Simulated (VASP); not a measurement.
# KBr (P4mm) in VASP: a series of runs

The runs below take KBr through single point, with PBEsol.

Everything below comes from runs of VASP 6.6.1. Logs are shortened: lines on timing, memory, paths and dates and some standing lists are left out, and cuts for length are marked.

### 1 The cell of the first run

The structure is tetragonal, space group P4mm (No. 99). The conventional cell has a = 4.043 Å, b = 4.043 Å, c = 4.043 Å, α = 90.00°, β = 90.00°, γ = 90.00°. K (site symmetry 4mm) has 8 Br at 3.24 to 3.81 Å and 6 K at 4.04 Å within 4.3 Å. Br (site symmetry 4mm) has 8 K at 3.24 to 3.81 Å and 6 Br at 4.04 Å within 4.3 Å.

### 2 Single point, PBEsol (all Br atoms moved -0.500 Å, as atom 2 along Cartesian [0 0 1])

INCAR

```
  ALGO = Normal
  EDIFF = 1E-6
  ENCUT = 520
  GGA = PS
  ISIF = 2
  ISMEAR = 0
  LASPH = T
  LCHARG = F
  LREAL = F
  LWAVE = F
  NBANDS = 15
  NELM = 100
  PREC = Accurate
  SIGMA = 0.05
```

KPOINTS

```
k-points
0
Gamma
  6 6 6
```

POSCAR

```
KBr
1.0
    4.0434990000      0.0000000000      0.0000000000
    0.0000000000      4.0434990000      0.0000000000
    0.0000000000      0.0000000000      4.0434990000
K Br
1 1
Direct
    0.0000000000      0.0000000000      0.0000000000
    0.5000000000      0.5000000000      0.3763447203
```

Potentials or basis: VASP PAW PBE potentials, release 64 (K_sv, Br).

Command:

```console
cat potpaw_PBE.64/K_sv/POTCAR potpaw_PBE.64/Br/POTCAR > POTCAR
mpirun -np 1 vasp_std > vasp.out
```

OUTCAR:

```text
EDIFF = 1E-6
   ENCUT = 520
   GGA = PS
   ISIF = 2
   ISMEAR = 0
   LASPH = T
   LREAL = F
   NELM = 100
   PREC = Accurate

 ion  position               nearest neighbor table
   1  0.000  0.000  0.000-   2 3.24   2 3.24   2 3.24   2 3.24
   2  0.500  0.500  0.376-   1 3.24   1 3.24   1 3.24   1 3.24

  LATTYP: Found a simple cubic cell.
 ALAT       =     4.0434990000

  Lattice vectors:

 A1 = (   4.0434990000,   0.0000000000,   0.0000000000)
 A2 = (   0.0000000000,   4.0434990000,   0.0000000000)
 A3 = (   0.0000000000,   0.0000000000,   4.0434990000)

Analysis of symmetry for initial positions (statically):
=====================================================================
 Subroutine PRICEL returns:
 Original cell was already a primitive cell.

 Routine SETGRP: Setting up the symmetry group for a
 simple cubic supercell.

 Subroutine GETGRP returns: Found  8 space group operations
 (whereof  8 operations were pure point group operations)
 out of a pool of 48 trial point group operations.

The static configuration has the point symmetry C_4v.

Analysis of symmetry for dynamics (positions and initial velocities):
=====================================================================
 Subroutine PRICEL returns:
 Original cell was already a primitive cell.

 Routine SETGRP: Setting up the symmetry group for a
 simple cubic supercell.

 Subroutine GETGRP returns: Found  8 space group operations
 (whereof  8 operations were pure point group operations)
 out of a pool of 48 trial point group operations.

The dynamic configuration has the point symmetry C_4v.

 Subroutine INISYM returns: Found  8 space group operations
 (whereof  8 operations are pure point group operations),
 and found     1 'primitive' translations

----------------------------------------------------------------------------------------

                                     Primitive cell

  volume of cell :      66.1107

  direct lattice vectors                    reciprocal lattice vectors
     4.043499000  0.000000000  0.000000000     0.247310559  0.000000000  0.000000000
     0.000000000  4.043499000  0.000000000     0.000000000  0.247310559  0.000000000
     0.000000000  0.000000000  4.043499000     0.000000000  0.000000000  0.247310559

  length of vectors
     4.043499000  4.043499000  4.043499000     0.247310559  0.247310559  0.247310559

  position of ions in fractional coordinates (direct lattice)
     0.000000000  0.000000000  0.000000000
     0.500000000  0.500000000  0.376344720

  ion indices of the primitive-cell ions
   primitive index   ion index
                 1           1
                 2           2

----------------------------------------------------------------------------------------

 KPOINTS: k-points

Automatic generation of k-mesh.
 Grid dimensions read from file:
 generate k-points for:    6    6    6

 Generating k-lattice:

  Cartesian coordinates                     Fractional coordinates (reciprocal lattice)
     0.041218427  0.000000000  0.000000000     0.166666667  0.000000000  0.000000000
     0.000000000  0.041218427  0.000000000     0.000000000  0.166666667  0.000000000
     0.000000000  0.000000000  0.041218427     0.000000000  0.000000000  0.166666667

  Length of vectors
     0.041218427  0.041218427  0.041218427

  Shift w.r.t. Gamma in fractional coordinates (k-lattice)
     0.000000000  0.000000000  0.000000000

 Subroutine IBZKPT returns following result:
 ===========================================

 Found     40 irreducible k-points:

 Following reciprocal coordinates:
            Coordinates               Weight
  0.000000  0.000000  0.000000      1.000000
  0.166667  0.000000  0.000000      4.000000
  0.000000  0.000000  0.166667      2.000000
  0.333333  0.000000  0.000000      4.000000
  0.000000  0.000000  0.333333      2.000000
  0.500000  0.000000  0.000000      2.000000
[... 16 lines left out ...]
  0.166667  0.166667  0.166667      8.000000
  0.333333  0.166667  0.166667     16.000000
 [... further k-points ...]
   k-points           NKPTS =     40   k-points in BZ     NKDIM =     40   number of bands    NBANDS=     15
   number of dos      NEDOS =    301   number of ions     NIONS =      2
   total plane-waves  NPLWV =  27000
   dimension x,y,z NGX =    30 NGY =   30 NGZ =   30
   dimension x,y,z NGXF=    60 NGYF=   60 NGZF=   60
   ions per type =               1   1
   NGX,Y,Z   is equivalent  to a cutoff of  12.33, 12.33, 12.33 a.u.
   NGXF,Y,Z  is equivalent  to a cutoff of  24.67, 24.67, 24.67 a.u.
 SYSTEM =  unknown system
   PREC   = accura    normal or accurate (medium, high low for compatibility)
   ISTART =      0    job   : 0-new  1-cont  2-samecut
   ICHARG =      2    charge: 1-file 2-atom 10-const
   ISPIN  =      1    spin polarized calculation?
   LNONCOLLINEAR =      F non collinear calculations
   LSORBIT =      F    spin-orbit coupling
   LASPH  =      T    aspherical Exc in radial PAW
   ENCUT  =  520.0 eV  38.22 Ry    6.18 a.u.   7.52  7.52  7.52*2*pi/ulx,y,z
   NELM   =    100;   NELMIN=  2; NELMDL= -5     # of ELM steps
   EDIFF  = 0.1E-05   stopping-criterion for ELM
   LREAL  =      F    real-space projection
   EDIFFG = 0.1E-04   stopping-criterion for IOM
   NSW    =      0    number of steps for IOM
   IBRION =     -1    ionic relax: 0-MD 1-quasi-New 2-CG
   NFREE  =      0    steps in history (QN), initial steepest desc. (CG)
   ISIF   =      2    stress and relaxation
   ISYM   =      2    0-nonsym 1-usesym 2-fastsym
   POTIM  = 0.5000    time-step for ionic-motion
   TEBEG  =    0.0;   TEEND  =   0.0 temperature during run
   PSTRESS=    0.0 pullay stress
   NELECT =      16.0000    total number of electrons
   NUPDOWN=      -1.0000    fix difference up-down
   EMIN   =  10.00;   EMAX   =-10.00  energy-range for DOS
   EFERMI =   0.00;   METHOD = LEGACY
   ISMEAR =     0;   SIGMA  =   0.05  broadening in eV -4-tet -1-fermi 0-gaus
   EFERMI_NEDOS =   21; number of points for ismear=-14 and -15
   IALGO  =     38    algorithm
   IMIX   =      4    mixing-type and parameters
     AMIX     =   0.40;   BMIX     =  1.00
     AMIX_MAG =   1.60;   BMIX_MAG =  1.00
  volume/ion in A,a.u.               =      33.06       223.07
  Fermi-wavevector in a.u.,A,eV,Ry     =   1.020213  1.927923 14.161412  1.040834
  Thomas-Fermi vector in A             =   2.153770
   LORBIT       =      0    0 simple, 1 ext, 2 COOP (PROOUT), +10 PAW based schemes
   GGA     = PS    functional components
   LHFCALC =     F    Hartree Fock is set to
   AEXX    =    0.0000 exact exchange contribution
   IVDW    =     0    specifies the selected vdW correction
   LEPSILON=     F    determine dielectric tensor
   LRPA    =     F    only Hartree local field effects (RPA)
 non-spin polarized calculation
 Gauss-broadening in eV      SIGMA  =   0.05
  energy-cutoff  :      520.00
  volume of cell :       66.11
 maximum number of plane-waves:      1800
   NGX = 15   NGY = 15   NGZ = 15

 number of electron      16.0000003 magnetization

 Free energy of the ion-electron system (eV)
  ---------------------------------------------------
  ext. energy  EPLUGINS =         0.00000000
  ---------------------------------------------------
  free energy    TOTEN  =        -6.28703624 eV

  energy without entropy =       -6.28703624  energy(sigma->0) =       -6.28703624

 E-fermi :  -0.6584     XC(G=0):  -7.9594

 val. band max:       -0.8986680063   @ k =   0.5000   0.5000   0.0000
 cond. band min:       2.8707780066   @ k =   0.0000   0.0000   0.0000
 fundamental gap:      3.7694460129
 Fermi energy:        -0.6583847402

 k-point     1 :       0.0000    0.0000    0.0000
  band No.  band energies     occupation
      1     -29.2526      2.00000
      2     -13.7361      2.00000
      3     -12.7480      2.00000
      4     -12.7480      2.00000
      5     -12.7116      2.00000
      6      -1.1969      2.00000
      7      -1.1753      2.00000
      8      -1.1753      2.00000
      9       2.8708      0.00000
     10       4.8126      0.00000
     11       5.3898      0.00000
     12       8.6585      0.00000
     13       9.0260      0.00000
     14       9.0260      0.00000
     15      10.1378      0.00000

 k-point     2 :       0.1667    0.0000    0.0000
  band No.  band energies     occupation
      1     -29.2499      2.00000
      2     -13.7745      2.00000
      3     -12.7708      2.00000
      4     -12.7420      2.00000
      5     -12.6423      2.00000
      6      -1.7154      2.00000
      7      -1.1812      2.00000
      8      -1.1555      2.00000
      9       3.4809      0.00000
     10       5.2647      0.00000
     11       5.5608      0.00000
     12       8.5534      0.00000
     13       8.7690      0.00000
     14       9.1708      0.00000
     15       9.7668      0.00000

 k-point     3 :       0.0000    0.0000    0.1667
  band No.  band energies     occupation
      1     -29.2500      2.00000
      2     -13.7554      2.00000
      3     -12.7431      2.00000
      4     -12.7431      2.00000
      5     -12.6911      2.00000
      6      -1.7140      2.00000
      7      -1.1645      2.00000
      8      -1.1645      2.00000
      9       3.4868      0.00000
     10       5.0072      0.00000
     11       5.9219      0.00000
     12       8.7586      0.00000
     13       8.8364      0.00000
     14       8.8364      0.00000
     15      10.2060      0.00000
[... 343 lines left out ...]
 k-point    23 :       0.1667    0.1667    0.1667
  band No.  band energies     occupation
      1     -29.2446      2.00000
      2     -13.7606      2.00000
      3     -12.7909      2.00000
      4     -12.7811      2.00000
      5     -12.5925      2.00000
      6      -1.7706      2.00000
      7      -1.5194      2.00000
      8      -1.4983      2.00000
      9       4.4548      0.00000
     10       5.8554      0.00000
     11       6.1070      0.00000
     12       7.8936      0.00000
     13       8.2377      0.00000
     14       8.8818      0.00000
     15      10.4047      0.00000

 k-point    24 :       0.3333    0.1667    0.1667
  band No.  band energies     occupation
      1     -29.2393      2.00000
      2     -13.7528      2.00000
      3     -12.8055      2.00000
      4     -12.7735      2.00000
      5     -12.5908      2.00000
      6      -2.3352      2.00000
      7      -1.5410      2.00000
      8      -1.4126      2.00000
      9       5.1690      0.00000
     10       6.1061      0.00000
     11       6.5481      0.00000
     12       7.7516      0.00000
     13       8.1724      0.00000
     14       8.3826      0.00000
     15      10.0818      0.00000

 [... further k-points ...]

------------------------ aborting loop because EDIFF is reached ----------------------------------------

  FORCE on cell =-STRESS in cart. coord.  units (eV):
  Direction    XX          YY          ZZ          XY          YZ          ZX
  --------------------------------------------------------------------------------------
  -------------------------------------------------------------------------------------
  Total       -0.0324215     -0.0324215     -0.1144779      0.0000000      0.0000000      0.0000000
  in kB       -0.7857272     -0.7857272     -2.7743442      0.0000000      0.0000000      0.0000000
  external PRESSURE =      -1.4485996 kB  Pullay stress =       0.0000000 kB

 VOLUME and BASIS-vectors are now :
 -----------------------------------------------------------------------------
  energy-cutoff  :      520.00
  volume of cell :       66.11
      direct lattice vectors                 reciprocal lattice vectors
     4.043499000  0.000000000  0.000000000     0.247310559  0.000000000  0.000000000
     0.000000000  4.043499000  0.000000000     0.000000000  0.247310559  0.000000000
     0.000000000  0.000000000  4.043499000     0.000000000  0.000000000  0.247310559

 POSITION                                       TOTAL-FORCE (eV/Angst)
 -----------------------------------------------------------------------------------
      0.00000      0.00000      0.00000         0.000000      0.000000     -0.239842
      2.02175      2.02175      1.52175         0.000000     -0.000000      0.239842
 -----------------------------------------------------------------------------------
    total drift:                                0.000000      0.000000      0.000653

  FREE ENERGIE OF THE ION-ELECTRON SYSTEM (eV)
  ---------------------------------------------------
  free  energy   TOTEN  =        -6.2870362385 eV

  energy  without entropy=       -6.2870362385  energy(sigma->0) =       -6.28703624
```

Run time: 18 s. Hardware: 1 thread of Intel Xeon Platinum 8488C (Sapphire Rapids), shared host; peak memory 0.18 GiB.

Results:

```
Free energy            : -6.2870 eV
Pressure               : -0.1 GPa
Largest force          : 0.240 eV/Å
Band gap on the k mesh : 3.77 eV (least direct gap 4.05 eV)
```

Forces in eV/Å, atoms in the order of the input:
```
K    0.000  0.000 -0.240
Br   0.000  0.000  0.240
```

Levels at points of the mesh, in eV from the valence-band top:
| k point | band 4 | band 5 | band 6 | band 7 | band 8 | band 9 | band 10 | band 11 | band 12 | band 13 |
| --- | --- | --- | --- | --- | --- | --- | --- | --- | --- | --- |
| (0.00, 0.00, 0.00) | -11.85 | -11.81 | -0.30 | -0.28 | -0.28 | 3.77 | 5.71 | 6.29 | 9.56 | 9.92 |
| (0.50, 0.00, 0.00) | -11.83 | -11.62 | -1.95 | -0.30 | -0.14 | 6.28 | 6.82 | 7.62 | 8.08 | 9.83 |
| (0.00, 0.00, 0.50) | -11.83 | -11.72 | -1.92 | -0.23 | -0.23 | 6.48 | 6.82 | 7.73 | 9.31 | 9.38 |
| (0.50, 0.50, 0.00) | -12.00 | -11.83 | -1.39 | -1.39 | 0.00 | 5.28 | 6.80 | 8.13 | 8.13 | 10.66 |
| (0.00, 0.50, 0.50) | -11.81 | -11.80 | -1.42 | -1.36 | -0.08 | 5.19 | 6.48 | 8.10 | 8.28 | 9.98 |
| (0.50, 0.50, 0.50) | -11.97 | -11.97 | -1.39 | -1.39 | -1.38 | 6.98 | 6.98 | 7.48 | 9.67 | 10.05 |

Caveat: the cell differs from its parent crystal (all Br atoms moved -0.500 Å, as atom 2 along Cartesian [0 0 1]); the PAW data sets were made with another functional, which shifts forces and pressure a little. A k mesh can miss the band edges.

### 3 Single point, PBEsol (all Br atoms moved +0.375 Å, as atom 2 along Cartesian [0 0 1])

INCAR

```
SYSTEM = KBr
PREC = Accurate
ENCUT = 520
EDIFF = 1E-7
ISMEAR = 0
SIGMA = 0.05
LREAL = .False.
LASPH = .True.
NELM = 100
ALGO = Normal
ISIF = 2
LWAVE = .False.
LCHARG = .False.
GGA = PS
NBANDS = 15
```

KPOINTS

```
regular mesh
0
Gamma
  6 6 6
  0 0 0
```

Changes to POSCAR since step 2:

```diff
@@ -9,2 +9,2 @@
     0.0000000000      0.0000000000      0.0000000000
-    0.5000000000      0.5000000000      0.3763447203
+    0.5000000000      0.5000000000      0.5927414598
```

Potentials or basis: VASP PAW PBE potentials, release 64 (K_sv, Br).

Command:

```console
cat potpaw_PBE.64/K_sv/POTCAR potpaw_PBE.64/Br/POTCAR > POTCAR
mpirun -np 1 vasp_std > vasp.out
```

It took 22 s on 1 thread of Intel Xeon Platinum 8488C (Sapphire Rapids), shared host; peak memory 0.18 GiB.

Results (log left out):

```yaml
Free_energy: -6.3127 eV
Pressure: -0.6 GPa
Largest_force: 0.172 eV/Å
Band_gap_on_the_k_mesh: 3.75 eV (least direct gap 4.02 eV)
```

Forces on the atoms (eV/Å):
```
K    0.000  0.000  0.172
Br   0.000  0.000 -0.172
```

Levels at points of the mesh, in eV from the valence-band top:
| k point | band 6 | band 7 | band 8 | band 9 | band 10 | band 11 |
| --- | --- | --- | --- | --- | --- | --- |
| (0.00, 0.00, 0.00) | -0.28 | -0.27 | -0.27 | 3.75 | 5.73 | 6.06 |
| (0.50, 0.00, 0.00) | -1.96 | -0.27 | -0.18 | 6.30 | 6.95 | 7.56 |
| (0.00, 0.00, 0.50) | -1.95 | -0.24 | -0.24 | 6.41 | 6.93 | 7.67 |
| (0.50, 0.50, 0.00) | -1.40 | -1.40 | 0.00 | 5.21 | 6.63 | 8.08 |
| (0.00, 0.50, 0.50) | -1.41 | -1.38 | -0.05 | 5.15 | 6.44 | 8.06 |
| (0.50, 0.50, 0.50) | -1.42 | -1.42 | -1.41 | 7.10 | 7.10 | 7.39 |

Caveat: the cell differs from its parent crystal (all Br atoms moved +0.375 Å, as atom 2 along Cartesian [0 0 1]); the PAW data sets were made with another functional, which shifts forces and pressure a little. A k mesh can miss the band edges.
